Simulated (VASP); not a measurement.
# C (P-1) in VASP: single point with r2SCAN

Aim: the single point of C with r2SCAN.

Everything below comes from runs of VASP 6.6.1. Logs are shortened: lines on timing, memory, paths and dates and some standing lists are left out, and cuts for length are marked.

## 1. The cell of the first run

The typed cell holds 2 atoms: a = 3.845 Å, b = 3.827 Å, c = 3.833 Å, α = 37.74°, β = 37.66°, γ = 37.46°.

## 2. Single point, r2SCAN (atoms moved at random and the cell strained at random)

Input file POSCAR:

```
C
1.0
    1.2454713958      0.7215818444      3.5650676471
   -1.2183589140      0.7213218118      3.5556596372
    0.0133310461     -1.4283184528      3.5574253711
C
2
Direct
    0.2093514419      0.1299064460      0.1480647286
    0.7906485581      0.8700935540      0.8519352714
```

Input file INCAR.step1:

```
PREC     = Accurate       # precision mode
ENCUT    = 520            # plane-wave cutoff, eV
ISMEAR   = 0              # smearing method
SIGMA    = 0.05           # smearing width, eV
LREAL    = False          # projectors in reciprocal space
LASPH    = True           # aspherical terms in the spheres
NELM     = 100            # most SCF steps
NBANDS   = 11             # bands
GGA      = PE             # functional
ALGO     = Normal         # electronic algorithm
EDIFF    = 1E-4           # SCF threshold, eV
LWAVE    = True           # write WAVECAR
LCHARG   = False          # write CHGCAR
```

Input file INCAR.step2:

```
PREC     = Accurate       # precision mode
ENCUT    = 520            # plane-wave cutoff, eV
EDIFF    = 1E-7           # SCF threshold, eV
ISMEAR   = 0              # smearing method
SIGMA    = 0.05           # smearing width, eV
LREAL    = False          # projectors in reciprocal space
LASPH    = True           # aspherical terms in the spheres
NELM     = 100            # most SCF steps
ALGO     = Normal         # electronic algorithm
ISIF     = 2              # what is computed and relaxed
LWAVE    = False          # write WAVECAR
LCHARG   = True           # write CHGCAR
METAGGA  = R2SCAN         # meta-GGA
LMIXTAU  = True         
LELF     = True           # ELF
LVHAR    = True         
NBANDS   = 11             # bands
ISTART   = 1
```

Input file KPOINTS:

```
Automatic mesh
0
Gamma
  12 12 12
```

Potentials or basis: VASP PAW PBE potentials, release 64 (C).

Run with:

```sh
$ cat potpaw_PBE.64/C/POTCAR > POTCAR
$ cp INCAR.step1 INCAR
$ mpirun -np 1 vasp_std > vasp.out
$ cp INCAR.step2 INCAR
$ mpirun -np 1 vasp_std > vasp.out
```

OUTCAR:

```text
PREC = Accurate
   ENCUT = 520
   EDIFF = 1E-7
   ISMEAR = 0
   LREAL = False
   LASPH = True
   NELM = 100
   ISIF = 2
   METAGGA = R2SCAN
   ISTART = 1

 ion  position               nearest neighbor table
   1  0.209  0.130  0.148-   2 1.23   2 1.51   2 1.57
   2  0.791  0.870  0.852-   1 1.23   1 1.51   1 1.57

  Warning from LATTYP: Got some problem with cell dimensions!
  Tried to take original basis but could not verify dimensions!
  LATTYP: Found a triclinic cell.
 ALAT       =     2.4638482855
 B/A-ratio  =     1.8554027177
 C/A-ratio  =     1.0057286374
 COS(alpha) =     0.0008197473
 COS(beta)  =     0.4973389637
 COS(gamma) =     0.5448211610

  Lattice vectors:

 A1 = (  -2.4638303098,  -0.0002600326,  -0.0094080099)
 A2 = (  -2.4771613559,   1.4280584202,  -3.5668333810)
 A3 = (  -1.2321403497,  -2.1499002972,  -0.0076422760)

Analysis of symmetry for initial positions (statically):
=====================================================================
 Subroutine PRICEL returns:
 Original cell was already a primitive cell.

 Routine SETGRP: Setting up the symmetry group for a
 triclinic supercell.

 Subroutine GETGRP returns: Found  2 space group operations
 (whereof  2 operations were pure point group operations)
 out of a pool of  2 trial point group operations.

The static configuration has the point symmetry S_2 .

Analysis of symmetry for dynamics (positions and initial velocities):
=====================================================================
 Subroutine PRICEL returns:
 Original cell was already a primitive cell.

 Routine SETGRP: Setting up the symmetry group for a
 triclinic supercell.

 Subroutine GETGRP returns: Found  2 space group operations
 (whereof  2 operations were pure point group operations)
 out of a pool of  2 trial point group operations.

The dynamic configuration has the point symmetry S_2 .

 Subroutine INISYM returns: Found  2 space group operations
 (whereof  2 operations are pure point group operations),
 and found     1 'primitive' translations

----------------------------------------------------------------------------------------

                                     Primitive cell

  volume of cell :      18.8526

  direct lattice vectors                    reciprocal lattice vectors
     1.245471396  0.721581844  3.565067647     0.405497060  0.232415048  0.091795883
    -1.218358914  0.721321812  3.555659637    -0.406258902  0.232495880  0.094870300
[... 93 lines left out ...]
   POTIM  = 0.5000    time-step for ionic-motion
   TEBEG  =    0.0;   TEEND  =   0.0 temperature during run
   PSTRESS=    0.0 pullay stress
   NELECT =       8.0000    total number of electrons
   NUPDOWN=      -1.0000    fix difference up-down
   EMIN   =  10.00;   EMAX   =-10.00  energy-range for DOS
   EFERMI =   0.00;   METHOD = LEGACY
   ISMEAR =     0;   SIGMA  =   0.05  broadening in eV -4-tet -1-fermi 0-gaus
   EFERMI_NEDOS =   21; number of points for ismear=-14 and -15
   IALGO  =     38    algorithm
   IMIX   =      4    mixing-type and parameters
     AMIX     =   0.40;   BMIX     =  1.00
     AMIX_MAG =   1.60;   BMIX_MAG =  1.00
  volume/ion in A,a.u.               =       9.43        63.61
  Fermi-wavevector in a.u.,A,eV,Ry     =   1.230216  2.324771 20.591476  1.513431
  Thomas-Fermi vector in A             =   2.365073
   LORBIT       =      0    0 simple, 1 ext, 2 COOP (PROOUT), +10 PAW based schemes
   METAGGA = R2SCAN    functional components
   LHFCALC =     F    Hartree Fock is set to
   AEXX    =    0.0000 exact exchange contribution
   IVDW    =     0    specifies the selected vdW correction
   LEPSILON=     F    determine dielectric tensor
   LRPA    =     F    only Hartree local field effects (RPA)
 non-spin polarized calculation
 Gauss-broadening in eV      SIGMA  =   0.05
  energy-cutoff  :      520.00
  volume of cell :       18.85
 maximum number of plane-waves:       522
 NGX is ok and might be reduce to    30
   NGX = 15   NGY = 15   NGZ = 15

 number of electron       8.0000000 magnetization

 Free energy of the ion-electron system (eV)
  ---------------------------------------------------
  ext. energy  EPLUGINS =         0.00000000
  ---------------------------------------------------
  free energy    TOTEN  =       -18.55251907 eV

  energy without entropy =      -18.55249938  energy(sigma->0) =      -18.55250922

 E-fermi :   3.7177     XC(G=0): -10.6380

 val. band max:        3.6562081054   @ k =  -0.0833   0.3333   0.5000
 cond. band min:       3.7749637823   @ k =  -0.1667   0.4167   0.2500
 fundamental gap:      0.1187556768
 Fermi energy:         3.7177376501

 k-point     1 :       0.0000    0.0000    0.0000
  band No.  band energies     occupation
      1     -16.7750      2.00000
      2      -3.2650      2.00000
      3      -1.8857      2.00000
      4       4.2712      0.00000
      5       7.9444      0.00000
      6       8.6908      0.00000
      7      14.8610      0.00000
      8      16.6688      0.00000
      9      18.7038      0.00000
     10      27.5241      0.00000
     11      27.8470      0.00000
[... 309 lines left out ...]
 k-point    24 :       0.3333    0.1667    0.0000
  band No.  band energies     occupation
      1     -14.7990      2.00000
      2      -5.5248      2.00000
      3      -1.2900      2.00000
      4      -1.0954      2.00000
      5      10.2302      0.00000
      6      11.6351      0.00000
      7      12.9253      0.00000
      8      17.7086      0.00000
      9      20.4253      0.00000
     10      22.5838      0.00000
     11      28.8086      0.00000

 [... further k-points ...]

------------------------ aborting loop because EDIFF is reached ----------------------------------------

  FORCE on cell =-STRESS in cart. coord.  units (eV):
  Direction    XX          YY          ZZ          XY          YZ          ZX
  --------------------------------------------------------------------------------------
  -------------------------------------------------------------------------------------
  Total        4.3751466      1.3237967     -0.1577210      2.9419874      0.5250300      1.0989255
  in kB      371.8198460    112.5022633    -13.4038444    250.0234640     44.6194405     93.3916870
  external PRESSURE =     156.9727549 kB  Pullay stress =       0.0000000 kB

 VOLUME and BASIS-vectors are now :
 -----------------------------------------------------------------------------
  energy-cutoff  :      520.00
  volume of cell :       18.85
      direct lattice vectors                 reciprocal lattice vectors
     1.245471396  0.721581844  3.565067647     0.405497060  0.232415048  0.091795883
    -1.218358914  0.721321812  3.555659637    -0.406258902  0.232495880  0.094870300
     0.013331046 -1.428318453  3.557425371    -0.000310919 -0.465294816  0.094285878

 POSITION                                       TOTAL-FORCE (eV/Angst)
 -----------------------------------------------------------------------------------
      0.10444      0.03328      1.73498       -11.741147     -5.516821      1.017407
     -0.06400     -0.01870      8.94317        11.741147      5.516821     -1.017407
 -----------------------------------------------------------------------------------
    total drift:                               -0.000000      0.000000      0.000000

  FREE ENERGIE OF THE ION-ELECTRON SYSTEM (eV)
  ---------------------------------------------------
  free  energy   TOTEN  =       -18.5525190665 eV

  energy  without entropy=      -18.5524993825  energy(sigma->0) =      -18.55250922
```

OUTCAR.step1:

```text
PREC = Accurate
   ENCUT = 520
   ISMEAR = 0
   LREAL = False
   LASPH = True
[... 565 lines left out ...]
      0.10444      0.03328      1.73498       -11.664224     -5.528404      0.956603
     -0.06400     -0.01870      8.94317        11.664224      5.528404     -0.956603
 -----------------------------------------------------------------------------------
    total drift:                               -0.000000      0.000000      0.000000

  FREE ENERGIE OF THE ION-ELECTRON SYSTEM (eV)
  ---------------------------------------------------
  free  energy   TOTEN  =       -17.1342887820 eV

  energy  without entropy=      -17.1342637089  energy(sigma->0) =      -17.13427625
```

Wall time 23 min (1 thread of Intel Xeon Platinum 8259CL at 2.50GHz (Skylake/Cascade Lake), shared host); peak memory 0.28 GiB.

Results:

```
Free energy            : -18.5525 eV
Pressure               : 15.7 GPa
Largest force          : 13.012 eV/Å
Band gap on the k mesh : zero (bands 4 and 5 overlap by 1.03 eV)
```

Forces in eV/Å, atoms in the order of the input:
```
C   -11.741  -5.517   1.017
C    11.741   5.517  -1.017
```

Stress tensor (GPa, compression positive):
```
37.18 25.00  9.34
25.00 11.25  4.46
 9.34  4.46 -1.34
```

Caveat: the cell differs from its parent crystal (atoms moved at random and the cell strained at random); the cell stands under pressure; the PAW data sets were made with another functional, which shifts forces and pressure a little.
